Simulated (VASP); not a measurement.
# Sc (Im-3m) in VASP: notebook

Runs on Sc. Level: PBEsol. Tasks: single point.

All numbers are computed with VASP 6.6.1; they aren't measurements. Logs are shortened: lines on timing, memory, paths and dates and some standing lists are left out, and cuts for length are marked.

### Step 1. The cell of the first run

The structure is cubic, space group Im-3m (No. 229). The conventional cell has a = 3.532 Å, b = 3.532 Å, c = 3.532 Å, α = 90.00°, β = 90.00°, γ = 90.00°. Within 4.0 Å of Sc (site symmetry m-3m) lie 14 Sc at 3.06 to 3.53 Å.

### Step 2. Single point, PBEsol (volume scaled by 0.92)

INCAR

```
PREC = Accurate
ENCUT = 520
EDIFF = 1E-6
ISMEAR = -1
SIGMA = 0.1
LREAL = False
LASPH = True
NELM = 60
ALGO = Normal
ISIF = 2
LWAVE = False
LCHARG = True
GGA = PS
LELF = True
LVHAR = True
NBANDS = 12
```

KPOINTS

```
Automatic mesh
0
Gamma
  14 14 14
```

POSCAR

```
Sc
1.0
   -1.7658672599      1.7658672599      1.7658672599
    1.7658672599     -1.7658672599      1.7658672599
    1.7658672599      1.7658672599     -1.7658672599
Sc
1
Direct
    0.0000000000      0.0000000000      0.0000000000
```

Potentials or basis: VASP PAW PBE potentials, release 64 (Sc_sv).

Started as:

```bash
> cat potpaw_PBE.64/Sc_sv/POTCAR > POTCAR
> mpirun -np 1 vasp_std > vasp.out
```

OUTCAR:

```text
PREC = Accurate
   ENCUT = 520
   EDIFF = 1E-6
   ISMEAR = -1
   LREAL = False
   LASPH = True
   NELM = 60
   ISIF = 2
   GGA = PS

 ion  position               nearest neighbor table
   1  0.000  0.000  0.000-

  LATTYP: Found a body centered cubic cell.
 ALAT       =     3.5317345198

  Lattice vectors:

 A1 = (  -1.7658672599,   1.7658672599,   1.7658672599)
 A2 = (   1.7658672599,  -1.7658672599,   1.7658672599)
 A3 = (   1.7658672599,   1.7658672599,  -1.7658672599)

Analysis of symmetry for initial positions (statically):
=====================================================================
 Subroutine PRICEL returns:
 Original cell was already a primitive cell.

 Routine SETGRP: Setting up the symmetry group for a
 body centered cubic supercell.

 Subroutine GETGRP returns: Found 48 space group operations
 (whereof 48 operations were pure point group operations)
 out of a pool of 48 trial point group operations.

The static configuration has the point symmetry O_h .

Analysis of symmetry for dynamics (positions and initial velocities):
=====================================================================
 Subroutine PRICEL returns:
 Original cell was already a primitive cell.

 Routine SETGRP: Setting up the symmetry group for a
 body centered cubic supercell.

 Subroutine GETGRP returns: Found 48 space group operations
 (whereof 48 operations were pure point group operations)
 out of a pool of 48 trial point group operations.

The dynamic configuration has the point symmetry O_h .

 Subroutine INISYM returns: Found 48 space group operations
 (whereof 48 operations are pure point group operations),
 and found     1 'primitive' translations

----------------------------------------------------------------------------------------

                                     Primitive cell

  volume of cell :      22.0259

  direct lattice vectors                    reciprocal lattice vectors
    -1.765867260  1.765867260  1.765867260     0.000000000  0.283146990  0.283146990
     1.765867260 -1.765867260  1.765867260     0.283146990  0.000000000  0.283146990
     1.765867260  1.765867260 -1.765867260     0.283146990  0.283146990  0.000000000

  length of vectors
     3.058571814  3.058571814  3.058571814     0.400430314  0.400430314  0.400430314

  position of ions in fractional coordinates (direct lattice)
     0.000000000  0.000000000  0.000000000

  ion indices of the primitive-cell ions
   primitive index   ion index
                 1           1

----------------------------------------------------------------------------------------

 KPOINTS: Automatic mesh

Automatic generation of k-mesh.
 Grid dimensions read from file:
 generate k-points for:   14   14   14

 Generating k-lattice:

  Cartesian coordinates                     Fractional coordinates (reciprocal lattice)
     0.000000000  0.020224785  0.020224785     0.071428571  0.000000000  0.000000000
     0.020224785  0.000000000  0.020224785     0.000000000  0.071428571  0.000000000
     0.020224785  0.020224785  0.000000000     0.000000000  0.000000000  0.071428571

  Length of vectors
     0.028602165  0.028602165  0.028602165

  Shift w.r.t. Gamma in fractional coordinates (k-lattice)
     0.000000000  0.000000000  0.000000000

 Subroutine IBZKPT returns following result:
 ===========================================

 Found    104 irreducible k-points:

 Following reciprocal coordinates:
            Coordinates               Weight
  0.000000  0.000000  0.000000      1.000000
  0.071429  0.000000  0.000000     12.000000
  0.142857  0.000000  0.000000     12.000000
  0.214286  0.000000  0.000000     12.000000
  0.285714  0.000000  0.000000     12.000000
  0.357143  0.000000  0.000000     12.000000
[... 16 lines left out ...]
  0.285714  0.285714  0.000000     24.000000
  0.357143  0.285714  0.000000     24.000000
 [... further k-points ...]
   k-points           NKPTS =    104   k-points in BZ     NKDIM =    104   number of bands    NBANDS=     12
   number of dos      NEDOS =    301   number of ions     NIONS =      1
   total plane-waves  NPLWV =  13824
   dimension x,y,z NGX =    24 NGY =   24 NGZ =   24
   dimension x,y,z NGXF=    48 NGYF=   48 NGZF=   48
   ions per type =               1
   NGX,Y,Z   is equivalent  to a cutoff of  13.04, 13.04, 13.04 a.u.
   NGXF,Y,Z  is equivalent  to a cutoff of  26.09, 26.09, 26.09 a.u.
 SYSTEM =  unknown system
   PREC   = accura    normal or accurate (medium, high low for compatibility)
   ISTART =      0    job   : 0-new  1-cont  2-samecut
   ICHARG =      2    charge: 1-file 2-atom 10-const
   ISPIN  =      1    spin polarized calculation?
   LNONCOLLINEAR =      F non collinear calculations
   LSORBIT =      F    spin-orbit coupling
   LASPH  =      T    aspherical Exc in radial PAW
   ENCUT  =  520.0 eV  38.22 Ry    6.18 a.u.   5.69  5.69  5.69*2*pi/ulx,y,z
   NELM   =     60;   NELMIN=  2; NELMDL= -5     # of ELM steps
   EDIFF  = 0.1E-05   stopping-criterion for ELM
   LREAL  =      F    real-space projection
   EDIFFG = 0.1E-04   stopping-criterion for IOM
   NSW    =      0    number of steps for IOM
   IBRION =     -1    ionic relax: 0-MD 1-quasi-New 2-CG
   NFREE  =      0    steps in history (QN), initial steepest desc. (CG)
   ISIF   =      2    stress and relaxation
   ISYM   =      2    0-nonsym 1-usesym 2-fastsym
   POTIM  = 0.5000    time-step for ionic-motion
   TEBEG  =    0.0;   TEEND  =   0.0 temperature during run
   PSTRESS=    0.0 pullay stress
   NELECT =      11.0000    total number of electrons
   NUPDOWN=      -1.0000    fix difference up-down
   EMIN   =  10.00;   EMAX   =-10.00  energy-range for DOS
   EFERMI =   0.00;   METHOD = LEGACY
   ISMEAR =    -1;   SIGMA  =   0.10  broadening in eV -4-tet -1-fermi 0-gaus
   EFERMI_NEDOS =   21; number of points for ismear=-14 and -15
   IALGO  =     38    algorithm
   IMIX   =      4    mixing-type and parameters
     AMIX     =   0.40;   BMIX     =  1.00
     AMIX_MAG =   1.60;   BMIX_MAG =  1.00
  volume/ion in A,a.u.               =      22.03       148.64
  Fermi-wavevector in a.u.,A,eV,Ry     =   1.298856  2.454482 22.953395  1.687027
  Thomas-Fermi vector in A             =   2.430157
   LORBIT       =      0    0 simple, 1 ext, 2 COOP (PROOUT), +10 PAW based schemes
   GGA     = PS    functional components
   LHFCALC =     F    Hartree Fock is set to
   AEXX    =    0.0000 exact exchange contribution
   IVDW    =     0    specifies the selected vdW correction
   LEPSILON=     F    determine dielectric tensor
   LRPA    =     F    only Hartree local field effects (RPA)
 non-spin polarized calculation
  energy-cutoff  :      520.00
  volume of cell :       22.03
 maximum number of plane-waves:       610
   NGX = 11   NGY = 11   NGZ = 11

 number of electron      10.9999998 magnetization

 Free energy of the ion-electron system (eV)
  ---------------------------------------------------
  ext. energy  EPLUGINS =         0.00000000
  ---------------------------------------------------
  free energy    TOTEN  =        -6.50411940 eV

  energy without entropy =       -6.42993812  energy(sigma->0) =       -6.46702876

 E-fermi :   4.3793     XC(G=0): -10.4617

 val. band max:        4.3673572453   @ k =   0.3571   0.2143   0.0000
 cond. band min:       4.3811299486   @ k =   0.2143   0.1429   0.1429
 fundamental gap:      0.0137727032
 Fermi energy:         4.3793167114

 k-point     1 :       0.0000    0.0000    0.0000
  band No.  band energies     occupation
      1     -44.6936      2.00000
      2     -23.1080      2.00000
      3     -23.1080      2.00000
      4     -23.1080      2.00000
      5      -1.0743      2.00000
      6       5.9734      0.00000
      7       5.9734      0.00000
      8       5.9734      0.00000
      9       7.6215      0.00000
     10       7.6215      0.00000
     11      19.2393      0.00000
     12      19.2393      0.00000

 k-point     2 :       0.0714    0.0000    0.0000
  band No.  band energies     occupation
      1     -44.6884      2.00000
      2     -23.1382      2.00000
      3     -23.1172      2.00000
      4     -23.1082      2.00000
      5      -0.9222      2.00000
      6       5.8930      0.00000
      7       5.9428      0.00000
      8       6.0910      0.00000
      9       7.5254      0.00000
     10       7.6255      0.00000
     11      19.0880      0.00000
     12      19.2399      0.00000

 k-point     3 :       0.1429    0.0000    0.0000
  band No.  band energies     occupation
      1     -44.6740      2.00000
      2     -23.2222      2.00000
      3     -23.1430      2.00000
      4     -23.1087      2.00000
      5      -0.4822      2.00000
      6       5.6770      0.00000
      7       5.7972      0.00000
      8       6.4341      0.00000
      9       7.3554      0.00000
     10       7.6438      0.00000
     11      18.4776      0.00000
     12      19.0292      0.00000
[... 286 lines left out ...]
 k-point    23 :       0.2857    0.2857    0.0000
  band No.  band energies     occupation
      1     -44.5799      2.00000
      2     -23.5743      2.00000
      3     -23.4169      2.00000
      4     -23.1758      2.00000
      5       3.4482      1.99982
      6       4.1253      1.85387
      7       4.5596      0.28291
      8       7.6140      0.00000
      9       7.9884      0.00000
     10      10.4716      0.00000
     11      12.7348      0.00000
     12      13.1132      0.00000

 k-point    24 :       0.3571    0.2857    0.0000
  band No.  band energies     occupation
      1     -44.5767      2.00000
      2     -23.5513      2.00000
      3     -23.4607      2.00000
      4     -23.1788      2.00000
      5       3.7160      1.99737
      6       4.2456      1.58390
      7       4.2660      1.51276
      8       7.7269      0.00000
      9       7.9523      0.00000
     10      11.1673      0.00000
     11      12.0567      0.00000
     12      12.6726      0.00000

 [... further k-points ...]

------------------------ aborting loop because EDIFF is reached ----------------------------------------

  FORCE on cell =-STRESS in cart. coord.  units (eV):
  Direction    XX          YY          ZZ          XY          YZ          ZX
  --------------------------------------------------------------------------------------
  -------------------------------------------------------------------------------------
  Total        0.7201209      0.7201209      0.7201209     -0.0000000     -0.0000000      0.0000000
  in kB       52.3819716     52.3819716     52.3819716     -0.0000000     -0.0000000      0.0000000
  external PRESSURE =      52.3819716 kB  Pullay stress =       0.0000000 kB

 VOLUME and BASIS-vectors are now :
 -----------------------------------------------------------------------------
  energy-cutoff  :      520.00
  volume of cell :       22.03
      direct lattice vectors                 reciprocal lattice vectors
    -1.765867260  1.765867260  1.765867260     0.000000000  0.283146990  0.283146990
     1.765867260 -1.765867260  1.765867260     0.283146990  0.000000000  0.283146990
     1.765867260  1.765867260 -1.765867260     0.283146990  0.283146990  0.000000000

 POSITION                                       TOTAL-FORCE (eV/Angst)
 -----------------------------------------------------------------------------------
      0.00000      0.00000      0.00000        -0.000000      0.000000      0.000000
 -----------------------------------------------------------------------------------
    total drift:                                0.000000      0.000000     -0.000000

  FREE ENERGIE OF THE ION-ELECTRON SYSTEM (eV)
  ---------------------------------------------------
  free  energy   TOTEN  =        -6.5041194008 eV

  energy  without entropy=       -6.4299381240  energy(sigma->0) =       -6.46702876
```

It took 15 s on 1 thread of Intel Xeon Platinum 8259CL at 2.50GHz (Skylake/Cascade Lake), shared host; peak memory 0.15 GiB.

What came out:

```
Free energy : -6.5041 eV
Pressure    : 5.2 GPa
```

Levels at points of the mesh, in eV from the Fermi level:
```
           k point  band 2  band 3  band 4  band 5  band 6  band 7  band 8  band 9
(0.00, 0.00, 0.00)  -27.49  -27.49  -27.49   -5.45    1.59    1.59    1.59    3.24
(0.50, 0.00, 0.00)  -28.07  -27.67  -27.49   -1.97    0.23    0.73    3.23    3.61
(0.50, 0.50, 0.50)  -27.89  -27.89  -27.89   -1.48   -1.48    4.43    4.43    4.43
```

Caveat: the PAW data sets were made with another functional, which shifts forces and pressure a little.

### Step 3. Single point, PBEsol (volume scaled by 0.96)

INCAR

```
SYSTEM = Sc
PREC = Accurate ; ENCUT = 520
EDIFF = 1E-6 ; ISMEAR = -1
SIGMA = 0.1 ; LREAL = .FALSE.
LASPH = .TRUE. ; NELM = 100
ALGO = Normal ; ISIF = 2
LWAVE = .FALSE. ; LCHARG = .FALSE.
GGA = PS ; NBANDS = 12
```

KPOINTS

```
Automatic mesh
0
G
  14 14 14
  0 0 0
```

POSCAR

```
Sc
1.0
   -1.7910973438      1.7910973438      1.7910973438
    1.7910973438     -1.7910973438      1.7910973438
    1.7910973438      1.7910973438     -1.7910973438
Sc
1
Direct
    0.0000000000      0.0000000000      0.0000000000
```

Potentials or basis: VASP PAW PBE potentials, release 64 (Sc_sv).

Started as:

```bash
> cat potpaw_PBE.64/Sc_sv/POTCAR > POTCAR
> mpirun -np 1 vasp_std > vasp.out
```

Run time: 15 s. Hardware: 1 thread of Intel Xeon Platinum 8259CL at 2.50GHz (Skylake/Cascade Lake), shared host; peak memory 0.15 GiB.

The run converged. Its results:

```yaml
Free_energy: -6.5273 eV
Pressure: 2.4 GPa
```

Levels at points of the mesh, in eV from the Fermi level:
```csv
k point,band 2,band 3,band 4,band 5,band 6,band 7,band 8,band 9
"(0.00, 0.00, 0.00)",-27.63,-27.63,-27.63,-5.38,1.54,1.54,1.54,3.11
"(0.50, 0.00, 0.00)",-28.13,-27.79,-27.63,-1.90,0.25,0.62,3.08,3.45
"(0.50, 0.50, 0.50)",-27.98,-27.98,-27.98,-1.37,-1.37,4.22,4.22,4.22
```

Caveat: the PAW data sets were made with another functional, which shifts forces and pressure a little.
